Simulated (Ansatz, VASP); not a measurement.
BaO: VASP beside Ansatz

File INCAR:

```
SYSTEM = BaO
PREC = Accurate
ENCUT = 520
EDIFF = 1E-8
ISMEAR = -1
SIGMA = 0.02
LREAL = .False.
LASPH = .True.
NELM = 120
ALGO = Normal
ISIF = 2
LWAVE = .False.
LCHARG = .False.
GGA = PE
LEFG = .True.
NBANDS = 15
GGA_COMPAT = .False.
```

KPOINTS

```
regular mesh
0
Gamma
  8 8 8
  0 0 0
```

File POSCAR:

```
BaO
1.0
    0.0000000000      2.6938617990      2.6938617990
    2.6938617990      0.0000000000      2.6938617990
    2.6938617990      2.6938617990      0.0000000000
Ba O
1 1
Direct
    0.0000000000      0.0000000000      0.0000000000
    0.5000000000      0.5000000000      0.5000000000
```

Input for Ansatz:

```yaml
crystal:
  lattice:
    - [0.0, 2.693861799, 2.693861799]
    - [2.693861799, 0.0, 2.693861799]
    - [2.693861799, 2.693861799, 0.0]
  atoms:
    - { symbol: Ba, position: [0.0, 0.0, 0.0] }
    - { symbol: O, position: [0.5, 0.5, 0.5] }
kpoints:
  mp_grid: { grid: [8, 8, 8] }
scf:
  occupations: { method: fermi_dirac, width: 0.02 }
hamiltonian:
  xc: pbe
  pseudopotentials: { kind: all_electron, datasets: crystal }
output:
  forces: true
  stress: true
  eigenvalues: true
  efg: { contact_densities: true }
```

Change from the starting cell: volume scaled by 0.94, crystal datasets.

Alike in both runs: task electric field gradients; functional PBE; k mesh 8 × 8 × 8; occupations fermi-dirac, width 0.02 eV; no spin polarisation.

|  | VASP | Ansatz |
| --- | --- | --- |
| version | VASP 6.6.1 | Ansatz 0.2.0 |
| potentials or method | VASP PAW PBE potentials, release 64 (Ba_sv, O), cutoff 520 eV | all-electron PAW with datasets made for the crystal, scalar-relativistic |

|  | VASP | Ansatz | Ansatz less VASP |
| --- | --- | --- | --- |
| gap on the k mesh at the Fermi level (eV) | 1.65 | 1.73 | +0.079 |
| pressure (GPa) | 11.3 | 8.9 | -2.39 |

Ansatz ran all-electron here, and VASP with PAW potentials.

Neither program's run includes spin-orbit coupling.
